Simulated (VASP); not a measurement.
Write the native input for VASP 6.6.1 that does the following.

* Task: single point
* Functional: LDA
* Potentials or basis: VASP PAW LDA potentials, release 64 (Si, C)
* Cutoff: 600 eV
* k mesh: 10 × 10 × 6
* Occupations: gaussian, width 0.05 eV
* Spin: no spin polarisation
* Dipole correction: no
* Further INCAR settings: ALGO = Normal; EDIFF = 1e-06; NBANDS = 16

The structure of SiC lies in POSCAR:

```
SiC
1.0
    0.0000000000     -2.1644105396     -2.2654885118
    0.0000000000      2.1644105396     -2.2654885118
    4.3288210792      0.0000000000      0.0000000000
Si C
2 2
Direct
    0.5110884694      0.5110884694      0.5000000000
   -0.0110884694     -0.0110884694      0.0000000000
    0.0075067962      0.4924932038      0.2500000000
    0.4924932038      0.0075067962      0.7500000000
```

This cell differs from its parent crystal: atoms displaced along a vibrational mode, the cell strained.

One way to write it, as run:

INCAR

```
  PREC = Accurate
  ENCUT = 600
  EDIFF = 1E-6
  ISMEAR = 0
  SIGMA = 0.05
  LREAL = False
  LASPH = True
  NELM = 120
  ALGO = Normal
  ISIF = 2
  LWAVE = False
  LCHARG = False
  NBANDS = 16
  GGA_COMPAT = False
```

KPOINTS

```
Automatic mesh
0
Gamma
  10 10 6
```

Potentials or basis: VASP PAW LDA potentials, release 64 (Si, C).

Command:

```console
$ cat potpaw_LDA.64/Si/POTCAR potpaw_LDA.64/C/POTCAR > POTCAR
$ mpirun -np 1 vasp_std > vasp.out
```

Results of the run:

| Item | Value |
| --- | --- |
| Pressure | -9.5 GPa |
| Largest force | 0.657 eV/Å |
| Band gap on the k mesh | 1.07 eV |

Caveat: the cell differs from its parent crystal (atoms displaced along a vibrational mode, the cell strained); the cell stands under tension.

Wall time 29 s on 1 thread of Intel(R) Xeon(R) 6975P-C (Granite Rapids), on a shared host, peak memory 0.2 GiB.
